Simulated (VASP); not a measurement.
Write the native input for VASP 6.6.1 that does the following.

```
Task                   : single point
Functional             : PBE
Potentials or basis    : VASP PAW PBE potentials, release 64 (Si, C)
Cutoff                 : 520 eV
k mesh                 : 8 × 8 × 8
Occupations            : gaussian, width 0.1 eV
Spin                   : no spin polarisation
Dipole correction      : no
Further INCAR settings : ALGO = Normal; EDIFF = 1e-07; NBANDS = 18
```

The structure of Si3C2 lies in POSCAR:

```
Si3C2
1.0
   -1.3604362900      1.3604362900      9.6197372700
    1.3604362900     -1.3604362900      9.6197372700
    1.3604362900      1.3604362900     -9.6197372700
Si C
3 2
Direct
    0.5000000000      0.5000000000      0.0000000000
    0.7000000000      0.7000000000      0.0000000000
    0.3000000000      0.3000000000      0.0000000000
    0.9000000000      0.9000000000      0.0000000000
    0.1000000000      0.1000000000      0.0000000000
```

These files were run (other wordings do the same):

INCAR

```
PREC     = Accurate       # precision mode
ENCUT    = 520            # plane-wave cutoff, eV
EDIFF    = 1E-7           # SCF threshold, eV
ISMEAR   = 0              # smearing method
SIGMA    = 0.1            # smearing width, eV
LREAL    = F              # projectors in reciprocal space
LASPH    = T              # aspherical terms in the spheres
NELM     = 60             # most SCF steps
ALGO     = Normal         # electronic algorithm
ISIF     = 2              # what is computed and relaxed
LWAVE    = F              # write WAVECAR
LCHARG   = F              # write CHGCAR
GGA      = PE             # functional
NBANDS   = 18             # bands
```

KPOINTS

```
Automatic mesh
0
Gamma
  8 8 8
```

Potentials or basis: VASP PAW PBE potentials, release 64 (Si, C).

The run is started by

```bash
$ cat potpaw_PBE.64/Si/POTCAR potpaw_PBE.64/C/POTCAR > POTCAR
$ mpirun -np 1 vasp_std > vasp.out
```

It gave:

The pressure is -15.9 GPa. The largest force is 1.421 eV/Å and the band gap on the k mesh is zero (bands 10 and 11 overlap by 4.13 eV).

Caveat: the stress differs along the axes, from -21 to -13 GPa; forces of over 1 eV/Å act on the atoms, so gaps and moduli don't describe the material at rest.

Run time: 13 min on 1 thread of Intel(R) Xeon(R) Platinum 8175M CPU @ 2.50GHz (Skylake/Cascade Lake) (shared host), peak memory 0.89 GiB.
